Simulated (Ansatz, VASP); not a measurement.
**MoS3 in VASP and in Ansatz**

```
CELL_PARAMETERS angstrom
4.05391 0.00000 0.00000
-2.02695 3.51079 0.00000
0.00000 0.00000 7.06691
ATOMIC_POSITIONS crystal
Mo 0.00000 0.00000 0.00000
S 0.52133 0.00000 0.50000
S 0.00000 0.52133 0.50000
S 0.47867 0.47867 0.50000
```

Alike in both runs: task relaxation of cell and atoms; functional PBE; k mesh 6 × 6 × 4; occupations gaussian, width 0.1 eV; collinear spin.

|  | VASP | Ansatz |
| --- | --- | --- |
| version | VASP 6.6.1 | Ansatz 0.2.0 |
| potentials or method | VASP PAW PBE potentials, release 64 (Mo_sv, S), cutoff 600 eV | scalar-relativistic, plane waves, PAW |
| valence electrons in the cell | 32 | 32 |

VASP gave:

```
gap on the k mesh at the Fermi level, each at its own relaxed structure (eV) : none
net moment per atom (μB)                                                     : 0.00
relaxed volume (Å³/atom)                                                     : 24.19
relaxed cell length with the largest relative difference (Å)                 : 6.196
```

**Question.** What did Ansatz give for the same quantities?

**Answer.** gap on the k mesh at the Fermi level, each at its own relaxed structure (eV): none; net moment per atom (μB): 0.00; relaxed volume (Å³/atom): 24.74; relaxed cell length with the largest relative difference (Å): 6.269.

A gap of «none» marks a metal or a gap that the smearing closes. Ansatz's warnings: seeded moment not kept.
